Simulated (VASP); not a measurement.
# MgO: single point with r2SCAN

MgO:

```
Mg O
1.0
     2.96391    0.00000    0.00000
    -1.48195    2.56682    0.00000
     0.00000    0.00000    2.70329
Mg O
1 1
Direct
  0.00000 0.00000 0.00000
  0.33333 0.66667 0.50000
```

```json
{
  "Program": "VASP 6.6.1",
  "Task": "single point",
  "Functional": "r2SCAN",
  "Potentials or basis": "VASP PAW PBE potentials, release 64 (Mg_sv, O)",
  "Cutoff": "920 eV",
  "k mesh": "12 × 12 × 8",
  "Occupations": "gaussian, width 0.01 eV",
  "Spin": "no spin polarisation"
}
```

```
Pressure               : -8.3 GPa
Band gap on the k mesh : 3.60 eV (least direct gap 4.00 eV)
```

Stress tensor (GPa, compression positive):
```
-7.73  0.00  0.00
 0.00 -7.73  0.00
 0.00  0.00 -9.37
```

Levels at points of the mesh, in eV from the valence-band top:
```
           k point  band 5  band 6  band 7  band 8  band 9  band 10  band 11  band 12
(0.00, 0.00, 0.00)  -18.25   -0.60   -0.60   -0.40    3.60    12.81    16.41    16.41
(0.50, 0.00, 0.00)  -17.29   -4.75   -1.31   -0.05    7.30    11.36    13.98    18.77
(0.00, 0.00, 0.50)  -17.23   -5.21   -0.10   -0.10    8.97     9.72    18.42    18.42
(0.50, 0.00, 0.50)  -16.59   -3.66   -3.30   -0.82    6.57    12.23    14.91    15.80
```

Wall time 4.4 min on 1 thread of Intel(R) Xeon(R) Platinum 8259CL CPU @ 2.50GHz (Skylake/Cascade Lake), on a shared host, peak memory 0.21 GiB.

Caveat: the cell stands under tension; the PAW data sets were made with another functional, which shifts forces and pressure a little. A k mesh can miss the band edges.
